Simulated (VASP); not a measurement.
A run of VASP 6.6.1:

The input POSCAR:

```
KNiF3
1.0
    4.0080715300      0.0000000000      0.0000000000
    0.0000000000      4.0080715300      0.0000000000
    0.0000000000      0.0000000000      4.0080715300
K Ni F
1 1 3
Direct
    0.0000000000      0.0000000000      0.0000000000
    0.5000000000      0.5000000000      0.5000000000
    0.0000000000      0.5000000000      0.5000000000
    0.5000000000      0.0000000000      0.5000000000
    0.5000000000      0.5000000000      0.0000000000
```

The input INCAR.step1:

```
ALGO = Normal
EDIFF = 1E-5
ENCUT = 660
GGA = PE
GGA_COMPAT = False
ISMEAR = 0
ISPIN = 2
LASPH = True
LCHARG = False
LMAXMIX = 4
LREAL = False
LWAVE = True
MAGMOM = 0 2 0 0 0
NBANDS = 36
NELM = 200
PREC = Accurate
SIGMA = 0.1
```

Contents of INCAR.step2:

```
ALGO = Normal
EDIFF = 1E-6
ENCUT = 660
GGA_COMPAT = False
ISIF = 2
ISMEAR = 0
ISPIN = 2
ISTART = 1
LASPH = True
LCHARG = False
LMAXMIX = 4
LMIXTAU = True
LORBIT = 11
LREAL = False
LWAVE = False
MAGMOM = 0 2 0 0 0
METAGGA = R2SCAN
NBANDS = 36
NELM = 200
PREC = Accurate
SIGMA = 0.1
```

Contents of KPOINTS:

```
k-points
0
Gamma
  4 4 4
```

Potentials or basis: VASP PAW PBE potentials, release 64 (K_sv, Ni_sv_GW, F).

The run is started by

```bash
$ cat potpaw_PBE.64/K_sv/POTCAR potpaw_PBE.64/Ni_sv_GW/POTCAR potpaw_PBE.64/F/POTCAR > POTCAR
$ cp INCAR.step1 INCAR
$ mpirun -np 1 vasp_std > vasp.out
$ cp INCAR.step2 INCAR
$ mpirun -np 1 vasp_std > vasp.out
```

Hardware: 1 thread of Intel(R) Xeon(R) 6975P-C (Granite Rapids), on a shared host.

Problem. Estimate the wall time of this run.

Solution. Wall time 110 s on 1 thread of Intel(R) Xeon(R) 6975P-C (Granite Rapids) (shared host), peak memory 0.31 GiB. Counts: k points 10.
